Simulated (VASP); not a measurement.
# Ga2O3 (R-3c) in VASP: a series of runs

The runs below take Ga2O3 through single point, with PBE, r2SCAN.

Program: VASP 6.6.1. These are calculated values, not measurements. Logs are shortened: lines on timing, memory, paths and dates and some standing lists are left out, and cuts for length are marked.

### Step 1. The cell of the first run

It takes space group R-3c (No. 167, trigonal). The conventional cell has a = 4.985 Å, b = 4.985 Å, c = 13.845 Å, α = 90.00°, β = 90.00°, γ = 120.00°. Ga (site symmetry 3) has 6 O at 1.94 to 2.09 Å within 2.6 Å. Within 3.1 Å of O (site symmetry 2) lie 4 Ga at 1.94 to 2.09 Å and 12 O at 2.63 to 3.01 Å.

### Step 2. Single point, PBE (uniaxial z strain +3.0%)

Input file INCAR:

```
SYSTEM = Ga2O3
PREC = Accurate
ENCUT = 520
EDIFF = 1E-7
ISMEAR = -1
SIGMA = 0.02
LREAL = .FALSE.
LASPH = .TRUE.
NELM = 100
ALGO = Normal
ISIF = 2
LWAVE = .FALSE.
LCHARG = .FALSE.
GGA = PE
NBANDS = 55
```

Input file KPOINTS:

```
regular mesh
0
G
  6 6 6
  0 0 0
```

Input file POSCAR:

```
Ga2O3
1.0
    2.4922617722      1.4389080051      4.6150580585
   -2.4922617722      1.4389080051      4.6150580585
    0.0000000000     -2.8778160102      4.6150580585
Ga O
4 6
Direct
    0.8544077862      0.8544077862      0.8544077862
    0.6455922138      0.6455922138      0.6455922138
    0.1455922138      0.1455922138      0.1455922138
    0.3544077862      0.3544077862      0.3544077862
    0.7500000000      0.4459053293      0.0540946707
    0.4459053293      0.0540946707      0.7500000000
    0.0540946707      0.7500000000      0.4459053293
    0.2500000000      0.5540946707      0.9459053293
    0.9459053293      0.2500000000      0.5540946707
    0.5540946707      0.9459053293      0.2500000000
```

Potentials or basis: VASP PAW PBE potentials, release 64 (Ga_d, O).

Run with:

```bash
$ cat potpaw_PBE.64/Ga_d/POTCAR potpaw_PBE.64/O/POTCAR > POTCAR
$ mpirun -np 1 vasp_std > vasp.out
```

OUTCAR:

```text
SYSTEM = Ga2O3
   PREC = Accurate
   ENCUT = 520
   EDIFF = 1E-7
   ISMEAR = -1
   LREAL = .FALSE.
   LASPH = .TRUE.
   NELM = 100
   ISIF = 2
   GGA = PE

 ion  position               nearest neighbor table
   1  0.854  0.854  0.854-   8 1.94  10 1.94   9 1.94   6 2.09   7 2.09   5 2.09   2 2.89
   2  0.646  0.646  0.646-   9 1.94  10 1.94   8 1.94   6 2.09   7 2.09   5 2.09   1 2.89
   3  0.146  0.146  0.146-   5 1.94   6 1.94   7 1.94  10 2.09   9 2.09   8 2.09   4 2.89
   4  0.354  0.354  0.354-   7 1.94   6 1.94   5 1.94  10 2.09   9 2.09   8 2.09   3 2.89
   5  0.750  0.446  0.054-   3 1.94   4 1.94   1 2.09   2 2.09
   6  0.446  0.054  0.750-   3 1.94   4 1.94   1 2.09   2 2.09
   7  0.054  0.750  0.446-   4 1.94   3 1.94   1 2.09   2 2.09
   8  0.250  0.554  0.946-   1 1.94   2 1.94   3 2.09   4 2.09
   9  0.946  0.250  0.554-   2 1.94   1 1.94   3 2.09   4 2.09
  10  0.554  0.946  0.250-   1 1.94   2 1.94   3 2.09   4 2.09

  LATTYP: Found a trigonal (rhomboedric) cell.
 ALAT       =     5.4388037170
 COS(alpha) =     0.5800374767

  Lattice vectors:

 A1 = (   2.4922617722,   1.4389080051,   4.6150580585)
 A2 = (  -2.4922617722,   1.4389080051,   4.6150580585)
 A3 = (   0.0000000000,  -2.8778160102,   4.6150580585)

Analysis of symmetry for initial positions (statically):
=====================================================================
 Subroutine PRICEL returns:
 Original cell was already a primitive cell.

 Routine SETGRP: Setting up the symmetry group for a
 trigonal (rhombohedral) supercell.

 Subroutine GETGRP returns: Found 12 space group operations
 (whereof  6 operations were pure point group operations)
 out of a pool of 12 trial point group operations.

The static configuration has the point symmetry S_6 .
 The point group associated with its full space group is D_3d.

Analysis of symmetry for dynamics (positions and initial velocities):
=====================================================================
 Subroutine PRICEL returns:
 Original cell was already a primitive cell.

 Routine SETGRP: Setting up the symmetry group for a
 trigonal (rhombohedral) supercell.

 Subroutine GETGRP returns: Found 12 space group operations
 (whereof  6 operations were pure point group operations)
 out of a pool of 12 trial point group operations.

The dynamic configuration has the point symmetry S_6 .
 The point group associated with its full space group is D_3d.

 Subroutine INISYM returns: Found 12 space group operations
 (whereof  6 operations are pure point group operations),
 and found     1 'primitive' translations

----------------------------------------------------------------------------------------

                                     Primitive cell

  volume of cell :      99.3013

  direct lattice vectors                    reciprocal lattice vectors
     2.492261772  1.438908005  4.615058058     0.200620980  0.115828577  0.072227333
    -2.492261772  1.438908005  4.615058058    -0.200620980  0.115828577  0.072227333
     0.000000000 -2.877816010  4.615058058     0.000000000 -0.231657154  0.072227333

  length of vectors
     5.438803717  5.438803717  5.438803717     0.242655774  0.242655774  0.242655774

  position of ions in fractional coordinates (direct lattice)
     0.854407786  0.854407786  0.854407786
     0.645592214  0.645592214  0.645592214
     0.145592214  0.145592214  0.145592214
     0.354407786  0.354407786  0.354407786
     0.750000000  0.445905329  0.054094671
     0.445905329  0.054094671  0.750000000
     0.054094671  0.750000000  0.445905329
     0.250000000  0.554094671  0.945905329
     0.945905329  0.250000000  0.554094671
     0.554094671  0.945905329  0.250000000

  ion indices of the primitive-cell ions
   primitive index   ion index
                 1           1
                 2           2
                 3           3
                 4           4
                 5           5
                 6           6
                 7           7
                 8           8
                 9           9
                10          10

----------------------------------------------------------------------------------------

 KPOINTS: regular mesh

Automatic generation of k-mesh.
 Grid dimensions read from file:
 generate k-points for:    6    6    6

 Generating k-lattice:

  Cartesian coordinates                     Fractional coordinates (reciprocal lattice)
     0.033436830  0.019304763  0.012037889     0.166666667  0.000000000  0.000000000
    -0.033436830  0.019304763  0.012037889     0.000000000  0.166666667  0.000000000
     0.000000000 -0.038609526  0.012037889     0.000000000  0.000000000  0.166666667

  Length of vectors
     0.040442629  0.040442629  0.040442629

  Shift w.r.t. Gamma in fractional coordinates (k-lattice)
     0.000000000  0.000000000  0.000000000

 Subroutine IBZKPT returns following result:
 ===========================================

 Found     32 irreducible k-points:

[... 45 lines left out ...]
   ISMEAR =    -1;   SIGMA  =   0.02  broadening in eV -4-tet -1-fermi 0-gaus
   EFERMI_NEDOS =   21; number of points for ismear=-14 and -15
   IALGO  =     38    algorithm
   IMIX   =      4    mixing-type and parameters
     AMIX     =   0.40;   BMIX     =  1.00
     AMIX_MAG =   1.60;   BMIX_MAG =  1.00
  volume/ion in A,a.u.               =       9.93        67.01
  Fermi-wavevector in a.u.,A,eV,Ry     =   1.572476  2.971549 33.642863  2.472681
  Thomas-Fermi vector in A             =   2.673905
   LORBIT       =      0    0 simple, 1 ext, 2 COOP (PROOUT), +10 PAW based schemes
   GGA     = PE    functional components
   LHFCALC =     F    Hartree Fock is set to
   AEXX    =    0.0000 exact exchange contribution
   IVDW    =     0    specifies the selected vdW correction
   LEPSILON=     F    determine dielectric tensor
   LRPA    =     F    only Hartree local field effects (RPA)
 non-spin polarized calculation
  energy-cutoff  :      520.00
  volume of cell :       99.30
 maximum number of plane-waves:      2693
   NGX = 21   NGY = 21   NGZ = 21

 number of electron      87.9999989 magnetization

 Free energy of the ion-electron system (eV)
  ---------------------------------------------------
  ext. energy  EPLUGINS =         0.00000000
  ---------------------------------------------------
  free energy    TOTEN  =       -59.31904342 eV

  energy without entropy =      -59.31904342  energy(sigma->0) =      -59.31904342

 E-fermi :   4.6505     XC(G=0): -12.0269

 val. band max:        4.2415829770   @ k =  -0.1667   0.1667   0.0000
 cond. band min:       6.7724377432   @ k =   0.0000   0.0000   0.0000
 fundamental gap:      2.5308547663
 Fermi energy:         4.6504757866

 k-point     1 :       0.0000    0.0000    0.0000
  band No.  band energies     occupation
      1     -14.5651      2.00000
      2     -12.7205      2.00000
      3     -12.6557      2.00000
      4     -12.6557      2.00000
      5     -12.5880      2.00000
      6     -12.5880      2.00000
[... 47 lines left out ...]
     54      15.2500      0.00000
     55      16.3188      0.00000

 k-point     2 :       0.1667    0.0000    0.0000
  band No.  band energies     occupation
      1     -14.4428      2.00000
      2     -12.7986      2.00000
      3     -12.6752      2.00000
      4     -12.6616      2.00000
      5     -12.6358      2.00000
      6     -12.6073      2.00000
[... 47 lines left out ...]
     54      15.9474      0.00000
     55      16.1355      0.00000

 k-point     3 :       0.3333    0.0000   -0.0000
  band No.  band energies     occupation
      1     -14.1010      2.00000
      2     -13.1311      2.00000
      3     -12.6989      2.00000
      4     -12.6821      2.00000
      5     -12.6661      2.00000
      6     -12.6427      2.00000
[... 1152 lines left out ...]
 k-point    23 :       0.5000    0.5000    0.1667
  band No.  band energies     occupation
      1     -13.7730      2.00000
      2     -13.2480      2.00000
      3     -12.9077      2.00000
      4     -12.7645      2.00000
      5     -12.6654      2.00000
      6     -12.6353      2.00000
[... 47 lines left out ...]
     54      16.2932      0.00000
     55      16.3944      0.00000

 k-point    24 :      -0.3333    0.5000    0.1667
  band No.  band energies     occupation
      1     -13.5824      2.00000
      2     -13.2931      2.00000
      3     -12.9783      2.00000
      4     -12.8668      2.00000
      5     -12.6580      2.00000
      6     -12.6263      2.00000
[... 47 lines left out ...]
     54      16.1676      0.00000
     55      16.4433      0.00000

 [... further k-points ...]
[... 5 lines left out ...]
  --------------------------------------------------------------------------------------
  -------------------------------------------------------------------------------------
  Total        4.1509404      4.1509404     -0.6048484     -0.0000000     -0.0000000     -0.0000000
  in kB       66.9733429     66.9733429     -9.7589255     -0.0000000     -0.0000000     -0.0000000
  external PRESSURE =      41.3959201 kB  Pullay stress =       0.0000000 kB

 VOLUME and BASIS-vectors are now :
 -----------------------------------------------------------------------------
  energy-cutoff  :      520.00
  volume of cell :       99.30
      direct lattice vectors                 reciprocal lattice vectors
     2.492261772  1.438908005  4.615058058     0.200620980  0.115828577  0.072227333
    -2.492261772  1.438908005  4.615058058    -0.200620980  0.115828577  0.072227333
     0.000000000 -2.877816010  4.615058058     0.000000000 -0.231657154  0.072227333

 POSITION                                       TOTAL-FORCE (eV/Angst)
 -----------------------------------------------------------------------------------
      0.00000      0.00000     11.82942         0.000000     -0.000000      0.044163
      0.00000      0.00000      8.93834         0.000000     -0.000000     -0.044163
      0.00000      0.00000      2.01575         0.000000     -0.000000     -0.044163
      0.00000      0.00000      4.90684         0.000000     -0.000000      0.044163
      0.75788      1.56512      5.76882        -0.013960      0.024179     -0.000000
      0.97649     -1.43891      5.76882         0.027919     -0.000000     -0.000000
     -1.73438     -0.12622      5.76882        -0.013960     -0.024179     -0.000000
     -0.75788     -1.56512      8.07635         0.013960     -0.024179     -0.000000
      1.73438      0.12622      8.07635         0.013960      0.024179     -0.000000
     -0.97649      1.43891      8.07635        -0.027919     -0.000000     -0.000000
 -----------------------------------------------------------------------------------
    total drift:                               -0.000000     -0.000000     -0.000000

  FREE ENERGIE OF THE ION-ELECTRON SYSTEM (eV)
  ---------------------------------------------------
  free  energy   TOTEN  =       -59.3190434167 eV

  energy  without entropy=      -59.3190434166  energy(sigma->0) =      -59.31904342
```

It took 2 min on 1 thread of Intel Xeon 6975P-C (Granite Rapids), shared host; peak memory 0.3 GiB.

What came out:

* Free energy: -59.3190 eV
* Pressure: 4.1 GPa
* Largest force: 0.044 eV/Å
* Band gap on the k mesh: 2.53 eV (least direct gap 2.73 eV)

Forces on the atoms (eV/Å):
```
Ga   0.000  0.000  0.044
Ga   0.000  0.000 -0.044
Ga   0.000  0.000 -0.044
Ga   0.000  0.000  0.044
O   -0.014  0.024  0.000
O    0.028  0.000  0.000
O   -0.014 -0.024  0.000
O    0.014 -0.024  0.000
O    0.014  0.024  0.000
O   -0.028  0.000  0.000
```

Levels at points of the mesh, in eV from the valence-band top:
| k point | band 42 | band 43 | band 44 | band 45 | band 46 | band 47 |
| --- | --- | --- | --- | --- | --- | --- |
| (0.00, 0.00, 0.00) | -0.23 | -0.20 | -0.20 | 2.53 | 6.35 | 6.82 |
| (0.50, 0.00, 0.00) | -0.97 | -0.20 | -0.20 | 6.05 | 6.05 | 6.54 |
| (0.50, 0.50, 0.00) | -0.77 | -0.31 | -0.17 | 6.22 | 6.45 | 7.43 |
| (0.50, 0.50, 0.50) | -0.23 | -0.23 | -0.23 | 5.62 | 5.62 | 7.54 |

Caveat: the cell differs from its parent crystal (uniaxial z strain +3.0%); the stress differs along the axes, from -1 to 7 GPa.

### Step 3. Single point, r2SCAN (uniaxial z strain -3.0%)

Input file POSCAR:

```
Ga2O3
1.0
    2.4922617722      1.4389080051      4.3462197250
   -2.4922617722      1.4389080051      4.3462197250
    0.0000000000     -2.8778160102      4.3462197250
Ga O
4 6
Direct
    0.8566472198      0.8566472198      0.8566472198
    0.6433527802      0.6433527802      0.6433527802
    0.1433527802      0.1433527802      0.1433527802
    0.3566472198      0.3566472198      0.3566472198
    0.7500000000      0.4468176584      0.0531823416
    0.4468176584      0.0531823416      0.7500000000
    0.0531823416      0.7500000000      0.4468176584
    0.2500000000      0.5531823416      0.9468176584
    0.9468176584      0.2500000000      0.5531823416
    0.5531823416      0.9468176584      0.2500000000
```

Input file INCAR.step1:

```
SYSTEM = Ga2O3
  PREC = Accurate
  ENCUT = 520
  ISMEAR = 0
  SIGMA = 0.01
  LREAL = .False.
  LASPH = .True.
  NELM = 100
  NBANDS = 55
  GGA = PE
  ALGO = Normal
  EDIFF = 1E-4
  LWAVE = .True.
  LCHARG = .False.
```

Input file INCAR.step2:

```
SYSTEM = Ga2O3
  PREC = Accurate
  ENCUT = 520
  EDIFF = 1E-6
  ISMEAR = 0
  SIGMA = 0.01
  LREAL = .False.
  LASPH = .True.
  NELM = 100
  ALGO = Normal
  ISIF = 2
  LWAVE = .False.
  LCHARG = .False.
  METAGGA = R2SCAN
  LMIXTAU = .True.
  NBANDS = 55
  ISTART = 1
```

Input file KPOINTS:

```
Automatic mesh
0
Gamma
  6 6 6
  0 0 0
```

Potentials or basis: VASP PAW PBE potentials, release 64 (Ga_d, O).

Run with:

```bash
$ cat potpaw_PBE.64/Ga_d/POTCAR potpaw_PBE.64/O/POTCAR > POTCAR
$ cp INCAR.step1 INCAR
$ mpirun -np 1 vasp_std > vasp.out
$ cp INCAR.step2 INCAR
$ mpirun -np 1 vasp_std > vasp.out
```

Run time: 5.5 min. Hardware: 1 thread of Intel Xeon 6975P-C (Granite Rapids), shared host; peak memory 0.32 GiB.

It converged, with:

```yaml
Free_energy: -102.1900 eV
Pressure: 9.2 GPa
Largest_force: 0.042 eV/Å
Band_gap_on_the_k_mesh: 3.80 eV (least direct gap 4.00 eV)
```

Forces in eV/Å, atoms in the order of the input:
```
Ga   0.000  0.000 -0.018
Ga   0.000  0.000  0.018
Ga   0.000  0.000  0.018
Ga   0.000  0.000 -0.018
O   -0.021  0.036  0.000
O    0.042  0.000  0.000
O   -0.021 -0.036  0.000
O    0.021 -0.036  0.000
O    0.021  0.036  0.000
O   -0.042  0.000  0.000
```

Stress tensor (GPa, compression positive):
```
 7.02  0.00  0.00
 0.00  7.02  0.00
 0.00  0.00 13.43
```

Levels at points of the mesh, in eV from the valence-band top:
```csv
k point,band 41,band 42,band 43,band 44,band 45,band 46,band 47,band 48
"(0.00, 0.00, 0.00)",-0.43,-0.33,-0.33,-0.20,3.80,7.66,7.85,9.72
"(0.50, 0.00, 0.00)",-0.99,-0.99,-0.14,-0.14,7.56,7.56,7.71,7.71
"(0.50, 0.50, 0.00)",-0.97,-0.65,-0.22,-0.14,7.71,7.82,8.48,8.86
"(0.50, 0.50, 0.50)",-0.41,-0.41,-0.41,-0.41,6.86,6.86,9.07,9.07
```

Caveat: the cell differs from its parent crystal (uniaxial z strain -3.0%); the stress differs along the axes, from 7 to 13 GPa; the PAW data sets were made with another functional, which shifts forces and pressure a little. A k mesh can miss the band edges.

### Step 4. Single point, r2SCAN (uniaxial z strain -2.0%)

Input file POSCAR:

```
Ga2O3
1.0
    2.4922617722      1.4389080051      4.3910261139
   -2.4922617722      1.4389080051      4.3910261139
    0.0000000000     -2.8778160102      4.3910261139
Ga O
4 6
Direct
    0.8562031914      0.8562031914      0.8562031914
    0.6437968086      0.6437968086      0.6437968086
    0.1437968086      0.1437968086      0.1437968086
    0.3562031914      0.3562031914      0.3562031914
    0.7500000000      0.4466706445      0.0533293555
    0.4466706445      0.0533293555      0.7500000000
    0.0533293555      0.7500000000      0.4466706445
    0.2500000000      0.5533293555      0.9466706445
    0.9466706445      0.2500000000      0.5533293555
    0.5533293555      0.9466706445      0.2500000000
```

Input file INCAR.step1:

```
SYSTEM = Ga2O3
PREC = Accurate
ENCUT = 520
ISMEAR = 0
SIGMA = 0.01
LREAL = .False.
LASPH = .True.
NELM = 100
NBANDS = 55
GGA = PE
ALGO = Normal
EDIFF = 1E-4
LWAVE = .True.
LCHARG = .False.
```

Input file INCAR.step2:

```
SYSTEM = Ga2O3
PREC = Accurate
ENCUT = 520
EDIFF = 1E-7
ISMEAR = 0
SIGMA = 0.01
LREAL = .False.
LASPH = .True.
NELM = 100
ALGO = Normal
ISIF = 2
LWAVE = .False.
LCHARG = .False.
METAGGA = R2SCAN
LMIXTAU = .True.
NBANDS = 55
ISTART = 1
```

KPOINTS is that of step 3.

Run with:

```bash
$ cat potpaw_PBE.64/Ga_d/POTCAR potpaw_PBE.64/O/POTCAR > POTCAR
$ cp INCAR.step1 INCAR
$ mpirun -np 1 vasp_std > vasp.out
$ cp INCAR.step2 INCAR
$ mpirun -np 1 vasp_std > vasp.out
```

It took 6.7 min on 1 thread of Intel Xeon 6975P-C (Granite Rapids), shared host; peak memory 0.32 GiB.

It converged, with:

| Property | Result |
| --- | --- |
| Free energy | -102.2600 eV |
| Pressure | 6.7 GPa |
| Largest force | 0.041 eV/Å |
| Band gap on the k mesh | 3.73 eV (least direct gap 3.96 eV) |

Forces in eV/Å, atoms in the order of the input:
```
Ga   0.000  0.000 -0.025
Ga   0.000  0.000  0.025
Ga   0.000  0.000  0.025
Ga   0.000  0.000 -0.025
O   -0.020  0.035  0.000
O    0.041  0.000  0.000
O   -0.020 -0.035  0.000
O    0.020 -0.035  0.000
O    0.020  0.035  0.000
O   -0.041  0.000  0.000
```

Stress tensor (GPa, compression positive):
```
5.29 0.00 0.00
0.00 5.29 0.00
0.00 0.00 9.37
```

Levels at points of the mesh, in eV from the valence-band top:
| k point | band 42 | band 43 | band 44 | band 45 | band 46 | band 47 |
| --- | --- | --- | --- | --- | --- | --- |
| (0.00, 0.00, 0.00) | -0.30 | -0.30 | -0.24 | 3.73 | 7.66 | 7.74 |
| (0.50, 0.00, 0.00) | -1.00 | -0.14 | -0.14 | 7.45 | 7.45 | 7.66 |
| (0.50, 0.50, 0.00) | -0.66 | -0.23 | -0.14 | 7.60 | 7.74 | 8.48 |
| (0.50, 0.50, 0.50) | -0.37 | -0.37 | -0.37 | 6.79 | 6.79 | 8.96 |

Caveat: the cell differs from its parent crystal (uniaxial z strain -2.0%); the cell stands under pressure; the PAW data sets were made with another functional, which shifts forces and pressure a little.

### Step 5. Summary

```tsv
level	cell	smearing	gap on the mesh (eV)	pressure (GPa)	largest force (eV/Å)
PBE	a = 5.439 Å, angles 54.5°, 10 atoms, uniaxial z strain +3.0%	fermi-dirac 0.02 eV	2.53	4.1	0.04
r2SCAN	a = 5.213 Å, angles 57.1°, 10 atoms, uniaxial z strain -3.0%	gaussian 0.01 eV	3.80	9.2	0.04
r2SCAN	a = 5.250 Å, angles 56.7°, 10 atoms, uniaxial z strain -2.0%	gaussian 0.01 eV	3.73	6.7	0.04
```

Alike in all rows: task single point; potentials or basis VASP PAW PBE potentials, release 64 (Ga_d, O); no spin polarisation; k mesh 6 × 6 × 6; cutoff (eV) 520.

Caveats: the PAW data sets were made with another functional, which shifts forces and pressure a little (at least some runs); the stress differs along the axes, from -1 to 7 GPa (at least some runs); the stress differs along the axes, from 7 to 13 GPa (at least some runs); the cell stands under pressure (at least some runs).

Absolute energies hang on the potentials; compare differences alone.
